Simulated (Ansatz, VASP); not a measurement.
FeGe in VASP and in Ansatz

```
Fe Ge
1.0
     2.99149    0.00000    0.00000
    -1.49574    2.59071    0.00000
     0.00000    0.00000    3.48308
Fe Ge
1 1
Direct
  0.00000 0.00000 0.00000
  0.33333 0.66667 0.50000
```

Alike in both runs: functional PBE; k mesh 6 × 6 × 6; occupations gaussian, width 0.1 eV; collinear spin.

Ansatz relaxed the structure, and its values are those at the end. VASP's run is a single point on that final structure, the one shown.

```csv
,VASP,Ansatz
version,VASP 6.6.1,Ansatz 0.2.0
potentials or method,"VASP PAW PBE potentials, release 64 (Fe, Ge_d), cutoff 520 eV","scalar-relativistic, plane waves, PAW"
valence electrons in the cell,22,30
```

|  | VASP | Ansatz | Ansatz less VASP |
| --- | --- | --- | --- |
| gap on the k mesh at the Fermi level (eV) | none | none | - |
| pressure (GPa) | 0.0 | 0.2 | +0.25 |
| net moment per atom (μB) | 0.81 | 0.81 | 0.000 |
| size of the moment on the site where the two differ most (μB) | 0.07 | 0.05 | -0.021 |

Site moments also hang on the region over which each program counts them. A gap of «none» marks a metal or a gap that the smearing closes. VASP's potentials hold 22 valence electrons a cell and Ansatz's 30, so a difference there can come from the potentials and not from the codes.

The k mesh is coarse, so the values compare programs but aren't converged.
